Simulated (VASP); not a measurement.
# ZrFeS3 (Pm-3m) in VASP: density of states with PBE

Aim: the density of states of ZrFeS3 with PBE.

Program: VASP 6.6.1. These are calculated values, not measurements. Logs are shortened: lines on timing, memory, paths and dates and some standing lists are left out, and cuts for length are marked.

### Step 1. The cell of the first run

It takes space group Pm-3m (No. 221, cubic). The conventional cell has a = 4.420 Å, b = 4.420 Å, c = 4.420 Å, α = 90.00°, β = 90.00°, γ = 90.00°. Within 4.1 Å of Zr (site symmetry m-3m) lie 12 S at 3.13 Å and 8 Fe at 3.83 Å. Fe (site symmetry m-3m) has 6 S at 2.21 Å within 2.9 Å. Within 2.9 Å of S (site symmetry 4/mmm) lie 2 Fe at 2.21 Å.

### Step 2. Density of states, PBE, collinear spin, ferrimagnetic start

The input, POSCAR:

```
ZrFeS3
1.0
    4.4195868636      0.0000000000      0.0000000000
    0.0000000000      4.4195868636      0.0000000000
    0.0000000000      0.0000000000      4.4195868636
Zr Fe S
1 1 3
Direct
    0.0000000000      0.0000000000      0.0000000000
    0.5000000000      0.5000000000      0.5000000000
    0.0000000000      0.5000000000      0.5000000000
    0.5000000000      0.0000000000      0.5000000000
    0.5000000000      0.5000000000      0.0000000000
```

The input, INCAR.step1:

```
PREC = Accurate
ENCUT = 520
EDIFF = 1E-7
ISMEAR = 0
SIGMA = 0.1
LREAL = False
LASPH = True
NELM = 150
ALGO = Normal
ISIF = 2
LWAVE = False
LCHARG = True
ISPIN = 2
MAGMOM = -0.31 2 0 0 0
LMAXMIX = 4
GGA = PE
NBANDS = 31
```

The input, KPOINTS.step1:

```
Automatic mesh
0
Gamma
  8 8 8
```

The input, INCAR.step2:

```
PREC = Accurate
ENCUT = 520
EDIFF = 1E-7
ISMEAR = -5
SIGMA = 0.1
LREAL = False
LASPH = True
NELM = 150
ALGO = Normal
ISIF = 2
LWAVE = False
LCHARG = False
ISPIN = 2
MAGMOM = -0.31 2 0 0 0
LORBIT = 11
LMAXMIX = 4
GGA = PE
NBANDS = 31
NEDOS = 1001
ICHARG = 11
```

The input, KPOINTS.step2:

```
Automatic mesh
0
Gamma
  12 12 12
```

Potentials or basis: VASP PAW PBE potentials, release 64 (Zr_sv, Fe, S).

Command:

```console
$ cat potpaw_PBE.64/Zr_sv/POTCAR potpaw_PBE.64/Fe/POTCAR potpaw_PBE.64/S/POTCAR > POTCAR
$ cp INCAR.step1 INCAR
$ cp KPOINTS.step1 KPOINTS
$ mpirun -np 1 vasp_std > vasp.out
$ cp INCAR.step2 INCAR
$ cp KPOINTS.step2 KPOINTS
$ mpirun -np 1 vasp_std > vasp.out
```

OUTCAR:

```text
PREC = Accurate
   ENCUT = 520
   EDIFF = 1E-7
   ISMEAR = -5
   LREAL = False
   LASPH = True
   NELM = 150
   ISIF = 2
   ISPIN = 2
   LORBIT = 11
   GGA = PE
   ICHARG = 11

 ion  position               nearest neighbor table
   1  0.000  0.000  0.000-   3 3.13   4 3.13   5 3.13   3 3.13   4 3.13   3 3.13   5 3.13   3 3.13
                             4 3.13   5 3.13   4 3.13   5 3.13
   2  0.500  0.500  0.500-   3 2.21   4 2.21   5 2.21   5 2.21   4 2.21   3 2.21
   3  0.000  0.500  0.500-   2 2.21   2 2.21   1 3.13   1 3.13   1 3.13   1 3.13
   4  0.500  0.000  0.500-   2 2.21   2 2.21   1 3.13   1 3.13   1 3.13   1 3.13
   5  0.500  0.500  0.000-   2 2.21   2 2.21   1 3.13   1 3.13   1 3.13   1 3.13

  LATTYP: Found a simple cubic cell.
 ALAT       =     4.4195868636

  Lattice vectors:

 A1 = (   4.4195868636,   0.0000000000,   0.0000000000)
 A2 = (   0.0000000000,   4.4195868636,   0.0000000000)
 A3 = (   0.0000000000,   0.0000000000,   4.4195868636)

Analysis of symmetry for initial positions (statically):
=====================================================================
 Subroutine PRICEL returns:
 Original cell was already a primitive cell.

 Routine SETGRP: Setting up the symmetry group for a
 simple cubic supercell.

 Subroutine GETGRP returns: Found 48 space group operations
 (whereof 48 operations were pure point group operations)
 out of a pool of 48 trial point group operations.

The static configuration has the point symmetry O_h .

Analysis of symmetry for dynamics (positions and initial velocities):
=====================================================================
 Subroutine PRICEL returns:
 Original cell was already a primitive cell.

 Routine SETGRP: Setting up the symmetry group for a
 simple cubic supercell.

 Subroutine GETGRP returns: Found 48 space group operations
 (whereof 48 operations were pure point group operations)
 out of a pool of 48 trial point group operations.

The dynamic configuration has the point symmetry O_h .

Analysis of structural, dynamic, and magnetic symmetry:
=====================================================================
 Subroutine PRICEL returns:
 Original cell was already a primitive cell.

 Routine SETGRP: Setting up the symmetry group for a
 simple cubic supercell.

 Subroutine GETGRP returns: Found 48 space group operations
 (whereof 48 operations were pure point group operations)
 out of a pool of 48 trial point group operations.

The overall configuration has the point symmetry O_h .

 Subroutine INISYM returns: Found 48 space group operations
 (whereof 48 operations are pure point group operations),
 and found     1 'primitive' translations

----------------------------------------------------------------------------------------

                                     Primitive cell

  volume of cell :      86.3267

  direct lattice vectors                    reciprocal lattice vectors
     4.419586864  0.000000000  0.000000000     0.226265493  0.000000000  0.000000000
     0.000000000  4.419586864  0.000000000     0.000000000  0.226265493  0.000000000
     0.000000000  0.000000000  4.419586864     0.000000000  0.000000000  0.226265493

  length of vectors
     4.419586864  4.419586864  4.419586864     0.226265493  0.226265493  0.226265493

  position of ions in fractional coordinates (direct lattice)
     0.000000000  0.000000000  0.000000000
     0.500000000  0.500000000  0.500000000
     0.000000000  0.500000000  0.500000000
     0.500000000  0.000000000  0.500000000
     0.500000000  0.500000000  0.000000000

  ion indices of the primitive-cell ions
   primitive index   ion index
                 1           1
                 2           2
                 3           3
                 4           4
                 5           5

----------------------------------------------------------------------------------------

 KPOINTS: Automatic mesh

Automatic generation of k-mesh.
 Grid dimensions read from file:
 generate k-points for:   12   12   12

 Generating k-lattice:

  Cartesian coordinates                     Fractional coordinates (reciprocal lattice)
     0.018855458  0.000000000  0.000000000     0.083333333  0.000000000  0.000000000
     0.000000000  0.018855458  0.000000000     0.000000000  0.083333333  0.000000000
     0.000000000  0.000000000  0.018855458     0.000000000  0.000000000  0.083333333

  Length of vectors
     0.018855458  0.018855458  0.018855458

  Shift w.r.t. Gamma in fractional coordinates (k-lattice)
     0.000000000  0.000000000  0.000000000

 TETIRR: Found    854 inequivalent tetrahedra from    10368

 Subroutine IBZKPT returns following result:
 ===========================================

 Found     84 irreducible k-points:

 Following reciprocal coordinates:
            Coordinates               Weight
  0.000000  0.000000  0.000000      1.000000
  0.083333  0.000000  0.000000      6.000000
  0.166667  0.000000  0.000000      6.000000
  0.250000  0.000000  0.000000      6.000000
  0.333333  0.000000  0.000000      6.000000
  0.416667  0.000000  0.000000      6.000000
[... 16 lines left out ...]
  0.333333  0.333333  0.000000     12.000000
  0.416667  0.333333  0.000000     24.000000
 [... further k-points ...]
   k-points           NKPTS =     84   k-points in BZ     NKDIM =     84   number of bands    NBANDS=     31
   number of dos      NEDOS =   1001   number of ions     NIONS =      5
   total plane-waves  NPLWV =  46656
   dimension x,y,z NGX =    36 NGY =   36 NGZ =   36
   dimension x,y,z NGXF=    72 NGYF=   72 NGZF=   72
   ions per type =               1   1   3
   NGX,Y,Z   is equivalent  to a cutoff of  13.54, 13.54, 13.54 a.u.
   NGXF,Y,Z  is equivalent  to a cutoff of  27.08, 27.08, 27.08 a.u.
 SYSTEM =  unknown system
   PREC   = accura    normal or accurate (medium, high low for compatibility)
   ISTART =      0    job   : 0-new  1-cont  2-samecut
   ICHARG =     11    charge: 1-file 2-atom 10-const
   ISPIN  =      2    spin polarized calculation?
   LNONCOLLINEAR =      F non collinear calculations
   LSORBIT =      F    spin-orbit coupling
   LASPH  =      T    aspherical Exc in radial PAW
   ENCUT  =  520.0 eV  38.22 Ry    6.18 a.u.   8.22  8.22  8.22*2*pi/ulx,y,z
   NELM   =    150;   NELMIN=  2; NELMDL=  0     # of ELM steps
   EDIFF  = 0.1E-06   stopping-criterion for ELM
   LREAL  =      F    real-space projection
   EDIFFG = 0.1E-05   stopping-criterion for IOM
   NSW    =      0    number of steps for IOM
   IBRION =     -1    ionic relax: 0-MD 1-quasi-New 2-CG
   NFREE  =      0    steps in history (QN), initial steepest desc. (CG)
   ISIF   =      2    stress and relaxation
   ISYM   =      2    0-nonsym 1-usesym 2-fastsym
   POTIM  = 0.5000    time-step for ionic-motion
   TEBEG  =    0.0;   TEEND  =   0.0 temperature during run
   PSTRESS=    0.0 pullay stress
   NELECT =      38.0000    total number of electrons
   NUPDOWN=      -1.0000    fix difference up-down
   EMIN   =  10.00;   EMAX   =-10.00  energy-range for DOS
   EFERMI =   0.00;   METHOD = LEGACY
   ISMEAR =    -5;   SIGMA  =   0.10  broadening in eV -4-tet -1-fermi 0-gaus
   EFERMI_NEDOS =   21; number of points for ismear=-14 and -15
   IALGO  =     38    algorithm
   IMIX   =      4    mixing-type and parameters
     AMIX     =   0.40;   BMIX     =  1.00
     AMIX_MAG =   1.60;   BMIX_MAG =  1.00
  volume/ion in A,a.u.               =      17.27       116.51
  Fermi-wavevector in a.u.,A,eV,Ry     =   1.245339  2.353350 21.100867  1.550870
  Thomas-Fermi vector in A             =   2.379566
   LORBIT       =     11    0 simple, 1 ext, 2 COOP (PROOUT), +10 PAW based schemes
   GGA     = PE    functional components
   LHFCALC =     F    Hartree Fock is set to
   AEXX    =    0.0000 exact exchange contribution
   IVDW    =     0    specifies the selected vdW correction
   LEPSILON=     F    determine dielectric tensor
   LRPA    =     F    only Hartree local field effects (RPA)
 spin polarized calculation
 Fermi weights with tetrahedron method with Bloechl corrections
  energy-cutoff  :      520.00
  volume of cell :       86.33
 maximum number of plane-waves:      2360
 NGX is ok and might be reduce to    36

 number of electron      38.0000009 magnetization       1.8147778

 Free energy of the ion-electron system (eV)
  ---------------------------------------------------
  ext. energy  EPLUGINS =         0.00000000
  ---------------------------------------------------
  free energy    TOTEN  =       -30.28098226 eV

  energy without entropy =      -30.28098226  energy(sigma->0) =      -30.28098226

 E-fermi :   7.8092     XC(G=0): -10.9657

 val. band max:        7.8399437998   @ k =   0.5000   0.1667   0.0000
 cond. band min:       7.7621723576   @ k =   0.0000   0.0000   0.0000
 fundamental gap:     -0.0777714421
 Fermi energy:         7.8092270200

 spin component 1

 k-point     1 :       0.0000    0.0000    0.0000
  band No.  band energies     occupation
      1     -42.9793      1.00000
      2     -20.8679      1.00000
      3     -20.8679      1.00000
      4     -20.8679      1.00000
      5      -7.5806      1.00000
      6      -4.8169      1.00000
[... 805 lines left out ...]
     30      14.7780      0.00000
     31      15.5083      0.00000

 [... further k-points ...]

 spin component 2

 k-point     1 :       0.0000    0.0000    0.0000
  band No.  band energies     occupation
      1     -43.1651      1.00000
      2     -21.0883      1.00000
      3     -21.0883      1.00000
      4     -21.0883      1.00000
      5      -7.4886      1.00000
      6      -4.6758      1.00000
[... 805 lines left out ...]
     30      14.8205      0.00000
     31      15.5482      0.00000

 [... further k-points ...]
[... 5 lines left out ...]
  --------------------------------------------------------------------------------------
  -------------------------------------------------------------------------------------
  Total        0.2545526      0.2545526      0.2545526      0.0000000     -0.0000000      0.0000000
  in kB        4.7243604      4.7243604      4.7243604      0.0000000     -0.0000000      0.0000000
  external PRESSURE =       4.7243604 kB  Pullay stress =       0.0000000 kB

 VOLUME and BASIS-vectors are now :
 -----------------------------------------------------------------------------
  energy-cutoff  :      520.00
  volume of cell :       86.33
      direct lattice vectors                 reciprocal lattice vectors
     4.419586864  0.000000000  0.000000000     0.226265493  0.000000000  0.000000000
     0.000000000  4.419586864  0.000000000     0.000000000  0.226265493  0.000000000
     0.000000000  0.000000000  4.419586864     0.000000000  0.000000000  0.226265493

 POSITION                                       TOTAL-FORCE (eV/Angst)
 -----------------------------------------------------------------------------------
      0.00000      0.00000      0.00000         0.000000      0.000000      0.000000
      2.20979      2.20979      2.20979         0.000000      0.000000      0.000000
      0.00000      2.20979      2.20979         0.000000      0.000000      0.000000
      2.20979      0.00000      2.20979         0.000000      0.000000      0.000000
      2.20979      2.20979      0.00000         0.000000      0.000000      0.000000
 -----------------------------------------------------------------------------------
    total drift:                                0.000000      0.000000      0.000000

  FREE ENERGIE OF THE ION-ELECTRON SYSTEM (eV)
  ---------------------------------------------------
  free  energy   TOTEN  =       -30.2809822648 eV

  energy  without entropy=      -30.2809822648  energy(sigma->0) =      -30.28098226

 total charge

# of ion       s       p       d       tot
------------------------------------------
    1        2.084   5.922   1.414   9.420
    2        0.431   0.627   6.500   7.559
    3        1.355   2.359   0.000   3.714
    4        1.355   2.359   0.000   3.714
    5        1.355   2.359   0.000   3.714
--------------------------------------------------
tot          6.580  13.626   7.914  28.119

 magnetization (x)

# of ion       s       p       d       tot
------------------------------------------
    1       -0.000   0.000  -0.309  -0.309
    2        0.023   0.017   1.739   1.779
    3        0.006   0.040   0.000   0.046
    4        0.006   0.040   0.000   0.046
    5        0.006   0.040   0.000   0.046
--------------------------------------------------
tot          0.041   0.137   1.430   1.608
```

It took 6.2 min on 1 thread of Intel Xeon Platinum 8488C (Sapphire Rapids), shared host; peak memory 0.48 GiB.

Results:

```yaml
Net_moment: 1.81 μB per cell
Site_moments: Zr -0.31; Fe +1.78; S +0.05 μB
Valence_electrons_inside_the_program's_atomic_spheres: Zr 9.42; Fe 7.56; S 3.71
```

Levels at points of the mesh, in eV from the Fermi level:
Spin up:
```csv
k point,band 18,band 19,band 20,band 21,band 22,band 23
"(0.00, 0.00, 0.00)",-1.93,-0.86,-0.86,-0.86,-0.05,-0.05
"(0.50, 0.00, 0.00)",-1.70,-0.85,-0.85,0.03,0.16,0.74
"(0.50, 0.50, 0.00)",-1.30,-1.04,-0.88,0.80,0.98,2.11
"(0.50, 0.50, 0.50)",-0.22,-0.22,0.54,0.72,0.72,0.72
```
Spin down:
| k point | band 15 | band 16 | band 17 | band 18 | band 19 | band 20 | band 21 | band 22 |
| --- | --- | --- | --- | --- | --- | --- | --- | --- |
| (0.00, 0.00, 0.00) | -1.59 | -1.59 | -1.02 | -1.02 | -0.78 | -0.78 | -0.78 | 0.34 |
| (0.50, 0.00, 0.00) | -1.67 | -1.67 | -1.28 | 0.00 | 0.01 | 0.37 | 0.54 | 0.54 |
| (0.50, 0.50, 0.00) | -3.24 | -0.88 | -0.25 | 0.06 | 0.06 | 0.15 | 0.78 | 1.16 |
| (0.50, 0.50, 0.50) | -0.06 | -0.06 | 0.38 | 0.38 | 0.38 | 0.42 | 0.56 | 0.56 |

Caveat: a cell with one magnetic atom can't hold antiferromagnetic order, which such compounds often take; tetrahedron occupations give inexact forces and stress in metals.
